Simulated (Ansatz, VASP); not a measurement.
**Mn: VASP beside Ansatz**

INCAR

```
SYSTEM = Mn
PREC = Accurate
ENCUT = 500
EDIFF = 1E-6
ISMEAR = -1
SIGMA = 0.1
LREAL = .False.
LASPH = .True.
NELM = 200
ALGO = Normal
ISIF = 2
LWAVE = .False.
LCHARG = .True.
ISPIN = 2
MAGMOM = 3 -1
LORBIT = 11
LMAXMIX = 4
GGA = PE
LELF = .True.
LVHAR = .True.
NBANDS = 24
GGA_COMPAT = .False.
```

The input KPOINTS:

```
regular mesh
0
Gamma
  4 4 4
  0 0 0
```

File POSCAR:

```
Mn
1.0
    2.9600000000      0.0000000000      0.0000000000
    0.0000000000      2.9600000000      0.0000000000
    0.0000000000      0.0000000000      2.9600000000
Mn
2
Direct
    0.0000000000      0.0000000000      0.0000000000
    0.5100000000      0.5100000000      0.5100000000
```

Input for Ansatz:

```yaml
crystal:
  lattice:
    - [2.96, 0, 0]
    - [0, 2.96, 0]
    - [0, 0, 2.96]
  atoms:
    - { symbol: Mn, position: [0, 0, 0], spin: 3 }
    - { symbol: Mn, position: [0.51, 0.51, 0.51], spin: -1 }
kpoints:
  mp_grid: { grid: [4, 4, 4], shift: [0, 0, 0] }
hamiltonian:
  xc: pbe
  pseudopotentials: { kind: paw }
magnetization:
  spin_polarized: true
scf:
  occupations: { method: fermi_dirac, width: "0.1 eV" }
  convergence: { dr2_threshold: "1e-10 eV" }
output:
  forces: true
  stress: true
```

Alike in both runs: task single point; functional PBE; k mesh 4 × 4 × 4; collinear spin.

```csv
,VASP,Ansatz
version,VASP 6.6.1,Ansatz 0.2 development build
potentials or method,"VASP PAW PBE potentials, release 64 (Mn_pv)","PAW hard, scalar-relativistic"
plane-wave cutoff (eV),500,720
occupations,"fermi-dirac, width 0.1 eV",fermi-dirac
```

|  | VASP | Ansatz | Ansatz less VASP |
| --- | --- | --- | --- |
| rms of the force components (eV/Å) | 0.074 | 0.081 | +0.0071 |
| size of the moment on the site where the two differ most (μB) | 0.93 | 2.81 | +1.885 |

Site moments also hang on the region over which each program counts them. Atom by atom the forces differ by 0.007 eV/Å (rms over components). Ansatz's warnings: stability check not made.

The k mesh is coarse, so the values compare programs but aren't converged.
